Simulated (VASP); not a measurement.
# TiH (I4/mmm) in VASP: a series of runs

TiH is run at these levels: PBEsol; tasks: single point.

All numbers are computed with VASP 6.6.1; they aren't measurements. Logs are shortened: lines on timing, memory, paths and dates and some standing lists are left out, and cuts for length are marked.

## Step 1: The cell of the first run

Symmetry: I4/mmm, No. 139, tetragonal system. The conventional cell has a = 3.062 Å, b = 3.062 Å, c = 3.853 Å, α = 90.00°, β = 90.00°, γ = 90.00°. Ti (site symmetry 4/mmm) has 6 H at 1.93 to 2.17 Å within 2.6 Å. H (site symmetry 4/mmm) has 6 Ti at 1.93 to 2.17 Å within 2.6 Å.

## Step 2: Single point, PBEsol (biaxial strain in the a-b plane: +4.5 %, then relaxed in part)

File INCAR:

```
SYSTEM = TiH
  ALGO = Normal
  EDIFF = 1E-6
  ENCUT = 520
  GGA = PS
  ISIF = 2
  ISMEAR = 0
  LASPH = .TRUE.
  LCHARG = .FALSE.
  LREAL = .FALSE.
  LWAVE = .FALSE.
  NBANDS = 21
  NELM = 60
  PREC = Accurate
  SIGMA = 0.1
```

File KPOINTS:

```
k-points
0
G
  14 14 10
  0 0 0
```

File POSCAR:

```
TiH
1.0
    2.1650783362      2.1650783362      0.0000000000
   -2.1650783362      2.1650783362      0.0000000000
    0.0000000000      0.0000000000      3.8529149316
Ti H
2 2
Direct
    0.0000000000      0.0000000000      0.0000000000
    0.5000000000      0.5000000000      0.5000000000
    0.5000000000      0.5000000000      0.0000000000
    0.0000000000      0.0000000000      0.5000000000
```

Potentials or basis: VASP PAW PBE potentials, release 64 (Ti_sv, H).

Started as:

```
$ cat potpaw_PBE.64/Ti_sv/POTCAR potpaw_PBE.64/H/POTCAR > POTCAR
$ mpirun -np 1 vasp_std > vasp.out
```

OUTCAR:

```text
SYSTEM = TiH
   EDIFF = 1E-6
   ENCUT = 520
   GGA = PS
   ISIF = 2
   ISMEAR = 0
   LASPH = .TRUE.
   LREAL = .FALSE.
   NELM = 60
   PREC = Accurate

 ion  position               nearest neighbor table
   1  0.000  0.000  0.000-   2 2.90   2 2.90   2 2.90   2 2.90   2 2.90   2 2.90   2 2.90   2 2.90

   2  0.500  0.500  0.500-   1 2.90   1 2.90   1 2.90   1 2.90   1 2.90   1 2.90   1 2.90   1 2.90

   3  0.500  0.500  0.000-
   4  0.000  0.000  0.500-

  LATTYP: Found a simple tetragonal cell.
 ALAT       =     3.0618831467
 C/A-ratio  =     1.2583481299

  Lattice vectors:

 A1 = (   2.1650783362,   2.1650783362,   0.0000000000)
 A2 = (  -2.1650783362,   2.1650783362,   0.0000000000)
 A3 = (   0.0000000000,   0.0000000000,   3.8529149316)

Analysis of symmetry for initial positions (statically):
=====================================================================
 Subroutine PRICEL returns following result:

  LATTYP: Found a body centered tetragonal cell.
 ALAT       =     3.0618831467
 C/A-ratio  =     1.2583481299

  Lattice vectors:

 A1 = (   0.0000000000,  -2.1650783362,  -1.9264574658)
 A2 = (   0.0000000000,   2.1650783362,  -1.9264574658)
 A3 = (   2.1650783362,   0.0000000000,   1.9264574658)

   2 primitive cells build up your supercell.

 Routine SETGRP: Setting up the symmetry group for a
 simple tetragonal supercell.

 Subroutine GETGRP returns: Found 16 space group operations
 (whereof 16 operations were pure point group operations)
 out of a pool of 16 trial point group operations.

The static configuration has the point symmetry D_4h.

Analysis of symmetry for dynamics (positions and initial velocities):
=====================================================================
 Subroutine PRICEL returns following result:

  LATTYP: Found a body centered tetragonal cell.
 ALAT       =     3.0618831467
 C/A-ratio  =     1.2583481299

  Lattice vectors:

 A1 = (   0.0000000000,  -2.1650783362,  -1.9264574658)
 A2 = (   0.0000000000,   2.1650783362,  -1.9264574658)
 A3 = (   2.1650783362,   0.0000000000,   1.9264574658)

   2 primitive cells build up your supercell.

 Routine SETGRP: Setting up the symmetry group for a
[... 94 lines left out ...]
   NGX,Y,Z   is equivalent  to a cutoff of  13.03, 13.03, 12.94 a.u.
   NGXF,Y,Z  is equivalent  to a cutoff of  26.06, 26.06, 25.89 a.u.
 SYSTEM =  TiH
   PREC   = accura    normal or accurate (medium, high low for compatibility)
   ISTART =      0    job   : 0-new  1-cont  2-samecut
   ICHARG =      2    charge: 1-file 2-atom 10-const
   ISPIN  =      1    spin polarized calculation?
   LNONCOLLINEAR =      F non collinear calculations
   LSORBIT =      F    spin-orbit coupling
   LASPH  =      T    aspherical Exc in radial PAW
   ENCUT  =  520.0 eV  38.22 Ry    6.18 a.u.   5.69  5.69  7.16*2*pi/ulx,y,z
   NELM   =     60;   NELMIN=  2; NELMDL= -5     # of ELM steps
   EDIFF  = 0.1E-05   stopping-criterion for ELM
   LREAL  =      F    real-space projection
   EDIFFG = 0.1E-04   stopping-criterion for IOM
   NSW    =      0    number of steps for IOM
   IBRION =     -1    ionic relax: 0-MD 1-quasi-New 2-CG
   NFREE  =      0    steps in history (QN), initial steepest desc. (CG)
   ISIF   =      2    stress and relaxation
   ISYM   =      2    0-nonsym 1-usesym 2-fastsym
   POTIM  = 0.5000    time-step for ionic-motion
   TEBEG  =    0.0;   TEEND  =   0.0 temperature during run
   PSTRESS=    0.0 pullay stress
   NELECT =      26.0000    total number of electrons
   NUPDOWN=      -1.0000    fix difference up-down
   EMIN   =  10.00;   EMAX   =-10.00  energy-range for DOS
   EFERMI =   0.00;   METHOD = LEGACY
   ISMEAR =     0;   SIGMA  =   0.10  broadening in eV -4-tet -1-fermi 0-gaus
   EFERMI_NEDOS =   21; number of points for ismear=-14 and -15
   IALGO  =     38    algorithm
   IMIX   =      4    mixing-type and parameters
     AMIX     =   0.40;   BMIX     =  1.00
     AMIX_MAG =   1.60;   BMIX_MAG =  1.00
  volume/ion in A,a.u.               =       9.03        60.94
  Fermi-wavevector in a.u.,A,eV,Ry     =   1.467159  2.772528 29.287280  2.152554
  Thomas-Fermi vector in A             =   2.582810
   LORBIT       =      0    0 simple, 1 ext, 2 COOP (PROOUT), +10 PAW based schemes
   GGA     = PS    functional components
   LHFCALC =     F    Hartree Fock is set to
   AEXX    =    0.0000 exact exchange contribution
   IVDW    =     0    specifies the selected vdW correction
   LEPSILON=     F    determine dielectric tensor
   LRPA    =     F    only Hartree local field effects (RPA)
 non-spin polarized calculation
 Gauss-broadening in eV      SIGMA  =   0.10
  energy-cutoff  :      520.00
  volume of cell :       36.12
 maximum number of plane-waves:       996
 NGX is ok and might be reduce to    24
   NGX = 11   NGY = 11   NGZ = 15

 number of electron      26.0000017 magnetization

 Free energy of the ion-electron system (eV)
  ---------------------------------------------------
  ext. energy  EPLUGINS =         0.00000000
  ---------------------------------------------------
  free energy    TOTEN  =       -24.85325031 eV

  energy without entropy =      -24.83632149  energy(sigma->0) =      -24.84478590

 E-fermi :   8.6817     XC(G=0): -12.0992

 val. band max:        8.6778477624   @ k =   0.3571   0.0714   0.4000
 cond. band min:       8.6836103400   @ k =   0.2857   0.0000   0.0000
 fundamental gap:      0.0057625776
 Fermi energy:         8.6816573079

 k-point     1 :       0.0000    0.0000    0.0000
  band No.  band energies     occupation
      1     -47.7121      2.00000
      2     -47.5308      2.00000
      3     -24.3534      2.00000
      4     -24.0183      2.00000
      5     -24.0183      2.00000
      6     -23.7741      2.00000
[... 565 lines left out ...]
     20      13.6145      0.00000
     21      16.2584      0.00000

 [... further k-points ...]
[... 5 lines left out ...]
  --------------------------------------------------------------------------------------
  -------------------------------------------------------------------------------------
  Total       -0.7216215     -0.7216215     -0.0018509      0.0000000      0.0000000      0.0000000
  in kB      -32.0076232    -32.0076232     -0.0820981      0.0000000      0.0000000      0.0000000
  external PRESSURE =     -21.3657815 kB  Pullay stress =       0.0000000 kB

 VOLUME and BASIS-vectors are now :
 -----------------------------------------------------------------------------
  energy-cutoff  :      520.00
  volume of cell :       36.12
      direct lattice vectors                 reciprocal lattice vectors
     2.165078336  2.165078336  0.000000000     0.230938526  0.230938526  0.000000000
    -2.165078336  2.165078336  0.000000000    -0.230938526  0.230938526  0.000000000
     0.000000000  0.000000000  3.852914932     0.000000000  0.000000000  0.259543753

 POSITION                                       TOTAL-FORCE (eV/Angst)
 -----------------------------------------------------------------------------------
      0.00000      0.00000      0.00000        -0.000000     -0.000000     -0.000000
      0.00000      2.16508      1.92646         0.000000      0.000000      0.000000
      0.00000      2.16508      0.00000        -0.000000     -0.000000     -0.000000
      0.00000      0.00000      1.92646        -0.000000     -0.000000     -0.000000
 -----------------------------------------------------------------------------------
    total drift:                               -0.000000      0.000000     -0.000000

  FREE ENERGIE OF THE ION-ELECTRON SYSTEM (eV)
  ---------------------------------------------------
  free  energy   TOTEN  =       -24.8532503069 eV

  energy  without entropy=      -24.8363214897  energy(sigma->0) =      -24.84478590
```

Wall time 89 s (1 thread of AMD EPYC 7R13 (Zen 3), shared host); peak memory 0.22 GiB.

Results:

```
Free energy            : -24.8533 eV
Pressure               : -2.1 GPa
Band gap on the k mesh : zero (bands 13 and 14 overlap by 2.00 eV)
```

Caveat: the cell differs from its parent crystal (biaxial strain in the a-b plane: +4.5 %, then relaxed in part); the PAW data sets were made with another functional, which shifts forces and pressure a little.

## Step 3: Single point, PBEsol (biaxial strain in the a-b plane: +3.0 %)

File INCAR:

```
PREC     = Accurate       # precision mode
ENCUT    = 520            # plane-wave cutoff, eV
EDIFF    = 1E-7           # SCF threshold, eV
ISMEAR   = 0              # smearing method
SIGMA    = 0.1            # smearing width, eV
LREAL    = F              # projectors in reciprocal space
LASPH    = T              # aspherical terms in the spheres
NELM     = 80             # most SCF steps
ALGO     = Normal         # electronic algorithm
ISIF     = 2              # what is computed and relaxed
LWAVE    = F              # write WAVECAR
LCHARG   = F              # write CHGCAR
GGA      = PS             # functional
NBANDS   = 21             # bands
```

File KPOINTS:

```
regular mesh
0
Gamma
  14 14 10
```

File POSCAR:

```
TiH
1.0
    2.1340006567      2.1340006567      0.0000000000
   -2.1340006567      2.1340006567      0.0000000000
    0.0000000000      0.0000000000      4.0691041648
Ti H
2 2
Direct
    0.0000000000      0.0000000000      0.0000000000
    0.5000000000      0.5000000000      0.5000000000
    0.5000000000      0.5000000000      0.0000000000
    0.0000000000      0.0000000000      0.5000000000
```

Potentials or basis: VASP PAW PBE potentials, release 64 (Ti_sv, H).

Started as:

```
$ cat potpaw_PBE.64/Ti_sv/POTCAR potpaw_PBE.64/H/POTCAR > POTCAR
$ mpirun -np 1 vasp_std > vasp.out
```

It took 1.8 min on 1 thread of AMD EPYC 7R13 (Zen 3), shared host; peak memory 0.22 GiB.

It converged, with:

- Free energy: -24.8336 eV
- Pressure: -5.8 GPa
- Band gap on the k mesh: zero (bands 13 and 14 overlap by 2.14 eV)

Stress tensor (GPa, compression positive):
```
-5.47  0.00  0.00
 0.00 -5.47  0.00
 0.00  0.00 -6.46
```

Levels at points of the mesh, in eV from the Fermi level:
```csv
k point,band 9,band 10,band 11,band 12,band 13,band 14,band 15,band 16,band 17,band 18
"(0.00, 0.00, 0.00)",-9.40,-6.66,-1.85,0.57,0.57,0.95,1.95,2.12,2.26,3.18
"(0.50, 0.00, 0.00)",-6.23,-6.23,-1.17,-1.17,-0.48,-0.48,1.06,1.06,2.07,2.07
"(0.50, 0.50, 0.00)",-6.72,-6.72,-1.76,-1.76,1.30,1.30,3.13,3.13,3.46,3.46
"(0.00, 0.00, 0.50)",-7.45,-7.45,-0.63,-0.63,0.64,0.64,1.58,1.58,1.58,1.58
"(0.50, 0.00, 0.50)",-4.98,-4.98,-3.08,-3.08,0.10,0.10,0.48,0.48,3.14,3.14
"(0.50, 0.50, 0.50)",-5.80,-5.80,-0.84,-0.84,-0.84,-0.84,1.50,1.50,3.47,3.47
```

Caveat: the cell differs from its parent crystal (biaxial strain in the a-b plane: +3.0 %); the cell stands under tension; the PAW data sets were made with another functional, which shifts forces and pressure a little.
